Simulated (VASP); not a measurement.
Input of a VASP 6.6.1 run:

Contents of INCAR:

```
  PREC = Accurate
  ENCUT = 400
  EDIFF = 1E-8
  ISMEAR = -1
  SIGMA = 0.05
  LREAL = False
  LASPH = True
  NELM = 120
  ALGO = Normal
  ISIF = 2
  LWAVE = False
  LCHARG = False
  GGA = PS
  LEFG = True
  NBANDS = 26
  GGA_COMPAT = False
```

File KPOINTS:

```
Automatic mesh
0
Gamma
  18 18 10
```

POSCAR

```
Au
1.0
    2.9000000000      0.0000000000      0.0000000000
   -1.4500000000      2.5114736710      0.0000000000
    0.0000000000      0.0000000000      4.8800000000
Au
2
Direct
    0.3333333333      0.6666666667      0.7500000000
    0.6666666667      0.3333333333      0.2500000000
```

Potentials or basis: VASP PAW PBE potentials, release 64 (Au_sv_GW).

Command:

```sh
$ cat potpaw_PBE.64/Au_sv_GW/POTCAR > POTCAR
$ mpirun -np 1 vasp_std > vasp.out
```

(1) What does it give for the band gap on the k mesh?

(2) What does it give for the pressure?

Answers

(1) zero (bands 19 and 20 overlap by 6.64 eV).

(2) -10.3 GPa.

Caveat: the cell stands under tension; without QUAD_EFG the Cq values of the log hold for a quadrupole moment of 1 mb, not for the nuclei; the PAW data sets were made with another functional, which shifts forces and pressure a little; spin-orbit coupling is left out, which moves the levels of the heavy elements.
